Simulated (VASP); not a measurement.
## Al: single point with BLYP+D3(BJ)

Crystal: Al.

```
Al
1.0
     0.00000    2.01122    2.01122
     2.01122    0.00000    2.01122
     2.01122    2.01122    0.00000
Al
1
Direct
  0.00000 0.00000 0.00000
```

```json
{"Program": "VASP 6.6.1", "Task": "single point", "Functional": "BLYP", "Dispersion": "D3(BJ)", "Potentials or basis": "VASP PAW PBE potentials, release 64 (Al)", "Cutoff": "520 eV", "k mesh": "11 × 11 × 11", "Occupations": "fermi-dirac, width 0.05 eV", "Spin": "no spin polarisation"}
```

The pressure is -3.3 GPa and the dispersion energy per atom is -0.786 eV.

Levels at points of the mesh, in eV from the Fermi level:
| k point | band 1 | band 2 | band 3 | band 4 | band 5 | band 6 |
| --- | --- | --- | --- | --- | --- | --- |
| (0.00, 0.00, 0.00) | -11.23 | 12.63 | 12.63 | 12.63 | 14.07 | 14.07 |

It took 14 s on 1 thread of Intel Xeon 8259CL (shared host), peak memory 0.14 GiB.

Caveat: the PAW data sets were made with another functional, which shifts forces and pressure a little; pairwise dispersion overbinds metals, which lowers pressure and volume.
